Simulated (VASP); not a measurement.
# BeAl3 (I4/mmm) in VASP: further runs, part 2 of 2

VASP 6.6.1. Earlier steps stand in the parts before.

### Step 3. Single point, PBE

This run uses another cell than the first one, of 15.30 Å³/atom.

Input file INCAR:

```
PREC = Accurate ; ENCUT = 520
EDIFF = 1E-6 ; ISMEAR = 1
SIGMA = 0.1 ; LREAL = F
LASPH = T ; NELM = 100
ALGO = Normal ; ISIF = 2
LWAVE = F ; LCHARG = F
GGA = PE ; NBANDS = 14
```

Input file KPOINTS:

```
Automatic mesh
0
Gamma
  8 8 8
```

Input file POSCAR:

```
BeAl3
1.0
   -1.9761225769      1.9761225769      3.9191885458
    1.9761225769     -1.9761225769      3.9191885458
    1.9761225769      1.9761225769     -3.9191885458
Be Al
1 3
Direct
    0.0000000000      0.0000000000      0.0000000000
    0.7500000000      0.2500000000      0.5000000000
    0.2500000000      0.7500000000      0.5000000000
    0.5000000000      0.5000000000      0.0000000000
```

Potentials or basis: VASP PAW PBE potentials, release 64 (Be, Al).

Started as:

```bash
cat potpaw_PBE.64/Be/POTCAR potpaw_PBE.64/Al/POTCAR > POTCAR
mpirun -np 1 vasp_std > vasp.out
```

OUTCAR:

```text
PREC = Accurate
   ENCUT = 520
   EDIFF = 1E-6
   ISMEAR = 1
   LREAL = F
   LASPH = T
   NELM = 100
   ISIF = 2
   GGA = PE

 ion  position               nearest neighbor table
   1  0.000  0.000  0.000-   2 2.78   3 2.78   2 2.78   3 2.78   2 2.78   3 2.78   2 2.78   3 2.78
                             4 2.79   4 2.79   4 2.79   4 2.79
   2  0.750  0.250  0.500-   4 2.78   1 2.78   1 2.78   4 2.78   1 2.78   4 2.78   4 2.78   1 2.78
                             3 2.79   3 2.79   3 2.79   3 2.79
   3  0.250  0.750  0.500-   1 2.78   4 2.78   1 2.78   4 2.78   1 2.78   4 2.78   1 2.78   4 2.78
                             2 2.79   2 2.79   2 2.79   2 2.79
   4  0.500  0.500  0.000-   3 2.78   2 2.78   2 2.78   3 2.78   2 2.78   3 2.78   3 2.78   2 2.78
                             1 2.79   1 2.79   1 2.79   1 2.79

  LATTYP: Found a body centered tetragonal cell.
 ALAT       =     3.9522451538
 C/A-ratio  =     1.9832719851

  Lattice vectors:

 A1 = (  -1.9761225769,   1.9761225769,   3.9191885458)
 A2 = (   1.9761225769,  -1.9761225769,   3.9191885458)
 A3 = (   1.9761225769,   1.9761225769,  -3.9191885458)

Analysis of symmetry for initial positions (statically):
=====================================================================
 Subroutine PRICEL returns:
 Original cell was already a primitive cell.

 Routine SETGRP: Setting up the symmetry group for a
 body centered tetragonal supercell.

 Subroutine GETGRP returns: Found 16 space group operations
 (whereof 16 operations were pure point group operations)
 out of a pool of 16 trial point group operations.

The static configuration has the point symmetry D_4h.

Analysis of symmetry for dynamics (positions and initial velocities):
=====================================================================
 Subroutine PRICEL returns:
 Original cell was already a primitive cell.

 Routine SETGRP: Setting up the symmetry group for a
 body centered tetragonal supercell.

 Subroutine GETGRP returns: Found 16 space group operations
 (whereof 16 operations were pure point group operations)
 out of a pool of 16 trial point group operations.

The dynamic configuration has the point symmetry D_4h.

 Subroutine INISYM returns: Found 16 space group operations
 (whereof 16 operations are pure point group operations),
 and found     1 'primitive' translations

----------------------------------------------------------------------------------------

                                     Primitive cell

  volume of cell :      61.2187

  direct lattice vectors                    reciprocal lattice vectors
    -1.976122577  1.976122577  3.919188546     0.000000000  0.253020742  0.127577429
     1.976122577 -1.976122577  3.919188546     0.253020742  0.000000000  0.127577429
     1.976122577  1.976122577 -3.919188546     0.253020742  0.253020742  0.000000000

  length of vectors
     4.813539211  4.813539211  4.813539211     0.283364599  0.283364599  0.357825364

  position of ions in fractional coordinates (direct lattice)
     0.000000000  0.000000000  0.000000000
     0.750000000  0.250000000  0.500000000
     0.250000000  0.750000000  0.500000000
     0.500000000  0.500000000  0.000000000

  ion indices of the primitive-cell ions
   primitive index   ion index
                 1           1
                 2           2
                 3           3
[... 59 lines left out ...]
   dimension x,y,z NGXF=    72 NGYF=   72 NGZF=   72
   ions per type =               1   3
   NGX,Y,Z   is equivalent  to a cutoff of  12.43, 12.43, 12.43 a.u.
   NGXF,Y,Z  is equivalent  to a cutoff of  24.87, 24.87, 24.87 a.u.
 SYSTEM =  unknown system
   PREC   = accura    normal or accurate (medium, high low for compatibility)
   ISTART =      0    job   : 0-new  1-cont  2-samecut
   ICHARG =      2    charge: 1-file 2-atom 10-const
   ISPIN  =      1    spin polarized calculation?
   LNONCOLLINEAR =      F non collinear calculations
   LSORBIT =      F    spin-orbit coupling
   LASPH  =      T    aspherical Exc in radial PAW
   ENCUT  =  520.0 eV  38.22 Ry    6.18 a.u.   8.95  8.95  8.95*2*pi/ulx,y,z
   NELM   =    100;   NELMIN=  2; NELMDL= -5     # of ELM steps
   EDIFF  = 0.1E-05   stopping-criterion for ELM
   LREAL  =      F    real-space projection
   EDIFFG = 0.1E-04   stopping-criterion for IOM
   NSW    =      0    number of steps for IOM
   IBRION =     -1    ionic relax: 0-MD 1-quasi-New 2-CG
   NFREE  =      0    steps in history (QN), initial steepest desc. (CG)
   ISIF   =      2    stress and relaxation
   ISYM   =      2    0-nonsym 1-usesym 2-fastsym
   POTIM  = 0.5000    time-step for ionic-motion
   TEBEG  =    0.0;   TEEND  =   0.0 temperature during run
   PSTRESS=    0.0 pullay stress
   NELECT =      11.0000    total number of electrons
   NUPDOWN=      -1.0000    fix difference up-down
   EMIN   =  10.00;   EMAX   =-10.00  energy-range for DOS
   EFERMI =   0.00;   METHOD = LEGACY
   ISMEAR =     1;   SIGMA  =   0.10  broadening in eV -4-tet -1-fermi 0-gaus
   EFERMI_NEDOS =   21; number of points for ismear=-14 and -15
   IALGO  =     38    algorithm
   IMIX   =      4    mixing-type and parameters
     AMIX     =   0.40;   BMIX     =  1.00
     AMIX_MAG =   1.60;   BMIX_MAG =  1.00
  volume/ion in A,a.u.               =      15.30       103.28
  Fermi-wavevector in a.u.,A,eV,Ry     =   0.923800  1.745728 11.611289  0.853406
  Thomas-Fermi vector in A             =   2.049476
   LORBIT       =      0    0 simple, 1 ext, 2 COOP (PROOUT), +10 PAW based schemes
   GGA     = PE    functional components
   LHFCALC =     F    Hartree Fock is set to
   AEXX    =    0.0000 exact exchange contribution
   IVDW    =     0    specifies the selected vdW correction
   LEPSILON=     F    determine dielectric tensor
   LRPA    =     F    only Hartree local field effects (RPA)
 non-spin polarized calculation
 Methfessel and Paxton  Order N= 1 SIGMA  =   0.10
  energy-cutoff  :      520.00
  volume of cell :       61.22
 maximum number of plane-waves:      1678
   NGX = 17   NGY = 17   NGZ = 17

 number of electron      11.0000000 magnetization

 Free energy of the ion-electron system (eV)
  ---------------------------------------------------
  ext. energy  EPLUGINS =         0.00000000
  ---------------------------------------------------
  free energy    TOTEN  =       -14.35586926 eV

  energy without entropy =      -14.35574338  energy(sigma->0) =      -14.35582730

 E-fermi :   7.1977     XC(G=0): -10.0384

 val. band max:        7.1949608407   @ k =  -0.3750   0.3750   0.0000
 cond. band min:       7.2007620724   @ k =  -0.2500   0.3750   0.1250
 fundamental gap:      0.0058012317
 Fermi energy:         7.1977346132

 k-point     1 :       0.0000    0.0000    0.0000
  band No.  band energies     occupation
      1      -3.5651      2.00000
      2       4.7329      2.00000
      3       6.6271      2.00000
      4       6.8273      2.00000
      5       6.8273      2.00000
      6       6.8660      2.00003
      7       6.8660      2.00003
      8       7.5784     -0.00000
      9       8.3853     -0.00000
     10       9.1544     -0.00000
     11       9.7513      0.00000
     12      13.1432      0.00000
     13      13.1432      0.00000
     14      13.5926      0.00000
[... 377 lines left out ...]
      1      -0.3940      2.00000
      2       0.0980      2.00000
      3       3.9914      2.00000
      4       4.0712      2.00000
      5       4.4480      2.00000
      6       5.0121      2.00000
      7       8.6873     -0.00000
      8       8.8358     -0.00000
      9      12.6625      0.00000
     10      13.1889      0.00000
     11      13.4336      0.00000
     12      13.7684      0.00000
     13      16.3021      0.00000
     14      16.3990      0.00000

 [... further k-points ...]

------------------------ aborting loop because EDIFF is reached ----------------------------------------

  FORCE on cell =-STRESS in cart. coord.  units (eV):
  Direction    XX          YY          ZZ          XY          YZ          ZX
  --------------------------------------------------------------------------------------
  -------------------------------------------------------------------------------------
  Total       -1.2683408     -1.2683408     -1.5065135      0.0000000     -0.0000000      0.0000000
  in kB      -33.1942336    -33.1942336    -39.4275409      0.0000000     -0.0000000      0.0000000
  external PRESSURE =     -35.2720027 kB  Pullay stress =       0.0000000 kB

 VOLUME and BASIS-vectors are now :
 -----------------------------------------------------------------------------
  energy-cutoff  :      520.00
  volume of cell :       61.22
      direct lattice vectors                 reciprocal lattice vectors
    -1.976122577  1.976122577  3.919188546     0.000000000  0.253020742  0.127577429
     1.976122577 -1.976122577  3.919188546     0.253020742  0.000000000  0.127577429
     1.976122577  1.976122577 -3.919188546     0.253020742  0.253020742  0.000000000

 POSITION                                       TOTAL-FORCE (eV/Angst)
 -----------------------------------------------------------------------------------
      0.00000      0.00000      0.00000        -0.000000     -0.000000     -0.000000
      0.00000      1.97612      1.95959        -0.000000      0.000000     -0.000000
      1.97612      0.00000      1.95959         0.000000      0.000000      0.000000
      0.00000      0.00000      3.91919        -0.000000     -0.000000     -0.000000
 -----------------------------------------------------------------------------------
    total drift:                               -0.000000      0.000000     -0.000000

  FREE ENERGIE OF THE ION-ELECTRON SYSTEM (eV)
  ---------------------------------------------------
  free  energy   TOTEN  =       -14.3558692616 eV

  energy  without entropy=      -14.3557433768  energy(sigma->0) =      -14.35582730
```

stdout:

```text
POSCAR found type information on POSCAR BeAl
 POSCAR found :  2 types and       4 ions
 scaLAPACK will be used
 LDA part: xc-table for (Slater+PW92), standard interpolation
 POSCAR, INCAR and KPOINTS ok, starting setup
 FFT: planning ... GRIDC
 FFT: planning ... GRID_SOFT
 FFT: planning ... GRID
 WAVECAR not read
 entering main loop
```

It took 36 s on 1 thread of Intel Xeon Platinum 8488C (Sapphire Rapids), shared host; peak memory 0.21 GiB.

What came out:

```yaml
Free_energy: -14.3559 eV
Pressure: -3.5 GPa
Band_gap_on_the_k_mesh: zero (an odd number of electrons rules out a gap without spin polarisation)
```

Caveat: the cell stands under tension.

### Step 4. Single point, PBE

This run uses another cell than the first one, of 15.69 Å³/atom.

Input file INCAR:

```
SYSTEM = BeAl3
ALGO     = Normal         ! electronic algorithm
EDIFF    = 1E-6           ! SCF threshold, eV
ENCUT    = 520            ! plane-wave cutoff, eV
GGA      = PE             ! functional
ISIF     = 2              ! what is computed and relaxed
ISMEAR   = 1              ! smearing method
LASPH    = .True.         ! aspherical terms in the spheres
LCHARG   = .False.        ! write CHGCAR
LREAL    = .False.        ! projectors in reciprocal space
LWAVE    = .False.        ! write WAVECAR
NBANDS   = 14             ! bands
NELM     = 100            ! most SCF steps
PREC     = Accurate       ! precision mode
SIGMA    = 0.1            ! smearing width, eV
```

Input file KPOINTS:

```
k-points
0
Gamma
  8 8 8
  0 0 0
```

Input file POSCAR:

```
BeAl3
1.0
   -1.9926599363      1.9926599363      3.9519866275
    1.9926599363     -1.9926599363      3.9519866275
    1.9926599363      1.9926599363     -3.9519866275
Be Al
1 3
Direct
    0.0000000000      0.0000000000      0.0000000000
    0.7500000000      0.2500000000      0.5000000000
    0.2500000000      0.7500000000      0.5000000000
    0.5000000000      0.5000000000      0.0000000000
```

Potentials or basis: VASP PAW PBE potentials, release 64 (Be, Al).

Started as:

```bash
cat potpaw_PBE.64/Be/POTCAR potpaw_PBE.64/Al/POTCAR > POTCAR
mpirun -np 1 vasp_std > vasp.out
```

OUTCAR:

```text
SYSTEM = BeAl3
   EDIFF = 1E-6
   ENCUT = 520
   GGA = PE
   ISIF = 2
   ISMEAR = 1
   LASPH = .True.
   LREAL = .False.
   NELM = 100
   PREC = Accurate

 ion  position               nearest neighbor table
   1  0.000  0.000  0.000-   2 2.81   3 2.81   2 2.81   3 2.81   2 2.81   3 2.81   2 2.81   3 2.81
                             4 2.82   4 2.82   4 2.82   4 2.82
   2  0.750  0.250  0.500-   4 2.81   1 2.81   1 2.81   4 2.81   1 2.81   4 2.81   4 2.81   1 2.81
                             3 2.82   3 2.82   3 2.82   3 2.82
   3  0.250  0.750  0.500-   1 2.81   4 2.81   1 2.81   4 2.81   1 2.81   4 2.81   1 2.81   4 2.81
                             2 2.82   2 2.82   2 2.82   2 2.82
   4  0.500  0.500  0.000-   3 2.81   2 2.81   2 2.81   3 2.81   2 2.81   3 2.81   3 2.81   2 2.81
                             1 2.82   1 2.82   1 2.82   1 2.82

  LATTYP: Found a body centered tetragonal cell.
 ALAT       =     3.9853198726
 C/A-ratio  =     1.9832719851

  Lattice vectors:

 A1 = (  -1.9926599363,   1.9926599363,   3.9519866275)
 A2 = (   1.9926599363,  -1.9926599363,   3.9519866275)
 A3 = (   1.9926599363,   1.9926599363,  -3.9519866275)

Analysis of symmetry for initial positions (statically):
=====================================================================
 Subroutine PRICEL returns:
 Original cell was already a primitive cell.

 Routine SETGRP: Setting up the symmetry group for a
 body centered tetragonal supercell.

 Subroutine GETGRP returns: Found 16 space group operations
 (whereof 16 operations were pure point group operations)
 out of a pool of 16 trial point group operations.

The static configuration has the point symmetry D_4h.

Analysis of symmetry for dynamics (positions and initial velocities):
=====================================================================
 Subroutine PRICEL returns:
 Original cell was already a primitive cell.

 Routine SETGRP: Setting up the symmetry group for a
 body centered tetragonal supercell.

 Subroutine GETGRP returns: Found 16 space group operations
 (whereof 16 operations were pure point group operations)
[... 140 lines left out ...]
  volume of cell :       62.77
 maximum number of plane-waves:      1750
   NGX = 19   NGY = 19   NGZ = 19

 number of electron      11.0000000 magnetization

 Free energy of the ion-electron system (eV)
  ---------------------------------------------------
  ext. energy  EPLUGINS =         0.00000000
  ---------------------------------------------------
  free energy    TOTEN  =       -14.31318405 eV

  energy without entropy =      -14.31325399  energy(sigma->0) =      -14.31320737

 E-fermi :   6.9618     XC(G=0):  -9.9516

 val. band max:        6.9001986734   @ k =   0.2500   0.2500  -0.0000
 cond. band min:       6.9631469777   @ k =  -0.2500   0.3750   0.1250
 fundamental gap:      0.0629483043
 Fermi energy:         6.9617638540

 k-point     1 :       0.0000    0.0000    0.0000
  band No.  band energies     occupation
      1      -3.6416      2.00000
      2       4.5459      2.00000
      3       6.3742      2.00000
      4       6.6198      2.00001
      5       6.6198      2.00001
      6       6.6408      2.00006
      7       6.6408      2.00006
      8       7.3841     -0.00000
      9       8.1600     -0.00000
     10       8.7501     -0.00000
     11       9.3727      0.00000
     12      12.7865      0.00000
     13      12.7865      0.00000
     14      13.3239      0.00000
[... 377 lines left out ...]
      1      -0.5222      2.00000
      2      -0.0323      2.00000
      3       3.8272      2.00000
      4       3.9057      2.00000
      5       4.2168      2.00000
      6       4.7881      2.00000
      7       8.4286     -0.00000
      8       8.5658     -0.00000
      9      12.3661      0.00000
     10      12.8434      0.00000
     11      13.0328      0.00000
     12      13.4024      0.00000
     13      15.8947      0.00000
     14      15.9843      0.00000

 [... further k-points ...]

------------------------ aborting loop because EDIFF is reached ----------------------------------------

  FORCE on cell =-STRESS in cart. coord.  units (eV):
  Direction    XX          YY          ZZ          XY          YZ          ZX
  --------------------------------------------------------------------------------------
  -------------------------------------------------------------------------------------
  Total       -1.9793624     -1.9793624     -2.2355577      0.0000000     -0.0000000      0.0000000
  in kB      -50.5235737    -50.5235737    -57.0630041      0.0000000     -0.0000000      0.0000000
  external PRESSURE =     -52.7033839 kB  Pullay stress =       0.0000000 kB

 VOLUME and BASIS-vectors are now :
 -----------------------------------------------------------------------------
  energy-cutoff  :      520.00
  volume of cell :       62.77
      direct lattice vectors                 reciprocal lattice vectors
    -1.992659936  1.992659936  3.951986628     0.000000000  0.250920888  0.126518647
     1.992659936 -1.992659936  3.951986628     0.250920888  0.000000000  0.126518647
     1.992659936  1.992659936 -3.951986628     0.250920888  0.250920888  0.000000000

 POSITION                                       TOTAL-FORCE (eV/Angst)
 -----------------------------------------------------------------------------------
      0.00000      0.00000      0.00000        -0.000000      0.000000      0.000000
      0.00000      1.99266      1.97599        -0.000000      0.000000      0.000000
      1.99266      0.00000      1.97599         0.000000     -0.000000     -0.000000
      0.00000      0.00000      3.95199        -0.000000      0.000000      0.000000
 -----------------------------------------------------------------------------------
    total drift:                               -0.000000      0.000000     -0.000000

  FREE ENERGIE OF THE ION-ELECTRON SYSTEM (eV)
  ---------------------------------------------------
  free  energy   TOTEN  =       -14.3131840543 eV

  energy  without entropy=      -14.3132539904  energy(sigma->0) =      -14.31320737
```

stdout:

```text
POSCAR found type information on POSCAR BeAl
 POSCAR found :  2 types and       4 ions
 scaLAPACK will be used
 LDA part: xc-table for (Slater+PW92), standard interpolation
 POSCAR, INCAR and KPOINTS ok, starting setup
 FFT: planning ... GRIDC
 FFT: planning ... GRID_SOFT
 FFT: planning ... GRID
 WAVECAR not read
 entering main loop
```

Run time: 34 s. Hardware: 1 thread of Intel Xeon Platinum 8488C (Sapphire Rapids), shared host; peak memory 0.22 GiB.

What came out:

| Quantity | Value |
| --- | --- |
| Free energy | -14.3132 eV |
| Pressure | -5.3 GPa |
| Band gap on the k mesh | zero (an odd number of electrons rules out a gap without spin polarisation) |

Caveat: the cell stands under tension.

### Step 5. Overview

| cell | gap on the mesh (eV) | pressure (GPa) |
| --- | --- | --- |
| a = 4.773 Å, angles 131.5, 131.5, 71.0°, 4 atoms | none | -1.5 |
| a = 4.814 Å, angles 131.5, 131.5, 71.0°, 4 atoms | none | -3.5 |
| a = 4.854 Å, angles 131.5, 131.5, 71.0°, 4 atoms | none | -5.3 |

Alike in all rows: task single point; level PBE; potentials or basis VASP PAW PBE potentials, release 64 (Be, Al); no spin polarisation; k mesh 8 × 8 × 8; cutoff (eV) 520; smearing methfessel-paxton 0.1 eV.

Caveats: the cell stands under tension (at least some runs).

Absolute energies hang on the potentials; compare differences alone.
